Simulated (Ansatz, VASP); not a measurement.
One calculation of Li2Se, two programs

INCAR

```
SYSTEM = Li2Se
PREC = Accurate ; ENCUT = 750
EDIFF = 1E-6 ; ISMEAR = -1
SIGMA = 0.03 ; LREAL = .FALSE.
LASPH = .TRUE. ; NELM = 120
ALGO = Normal ; ISIF = 2
LWAVE = .FALSE. ; LCHARG = .FALSE.
GGA = CA ; NBANDS = 13
GGA_COMPAT = .FALSE.
```

KPOINTS

```
Automatic mesh
0
G
  9 9 9
  0 0 0
```

Contents of POSCAR:

```
Li2Se
1.0
    0.0000000000      2.9823483861      2.9823483861
    2.9823483861      0.0000000000      2.9823483861
    2.9823483861      2.9823483861      0.0000000000
Li Se
2 1
Direct
    0.2500000000      0.2500000000      0.2500000000
    0.7500000000      0.7500000000      0.7500000000
    0.0000000000      0.0000000000      0.0000000000
```

Input for Ansatz:

```yaml
crystal:
  lattice:
    - [0.0, 2.9823483861, 2.9823483861]
    - [2.9823483861, 0.0, 2.9823483861]
    - [2.9823483861, 2.9823483861, 0.0]
  atoms:
    - { symbol: Li, position: [0.25, 0.25, 0.25] }
    - { symbol: Li, position: [0.75, 0.75, 0.75] }
    - { symbol: Se, position: [0.0, 0.0, 0.0] }
kpoints:
  mp_grid: { grid: [9, 9, 9] }
  band_path:
    path:
      - [0.0, 0.0, 0.0]
      - [0.5, 0.0, 0.5]
      - [0.625, 0.25, 0.625]
      - [0.375, 0.375, 0.75]
      - [0.0, 0.0, 0.0]
      - [0.5, 0.5, 0.5]
      - [0.5, 0.25, 0.75]
      - [0.5, 0.0, 0.5]
    npoints: 5
scf:
  occupations: { method: fermi_dirac, width: 0.03 }
hamiltonian:
  xc: lda
  pseudopotentials: { kind: all_electron, lapw: { basis_error: 0.001 } }
output:
  forces: true
  stress: true
  eigenvalues: true
```

Change from the starting cell: volume scaled by 0.98.

Alike in both runs: task single point; functional LDA; k mesh 9 × 9 × 9; occupations fermi-dirac, width 0.03 eV; no spin polarisation.

|  | VASP | Ansatz |
| --- | --- | --- |
| version | VASP 6.6.1 | Ansatz 0.2.0 |
| potentials or method | VASP PAW LDA potentials, release 64 (Li_sv, Se), cutoff 750 eV | all-electron LAPW, scalar-relativistic |

|  | VASP | Ansatz | Ansatz less VASP |
| --- | --- | --- | --- |
| gap on the k mesh at the Fermi level (eV) | 2.88 | 2.88 | +0.005 |
| pressure (GPa) | -2.0 | -2.0 | +0.05 |

LDA's correlation is that of Perdew and Zunger in VASP and of Perdew and Wang (1992) in Ansatz. Ansatz ran all-electron here, and VASP with PAW potentials.
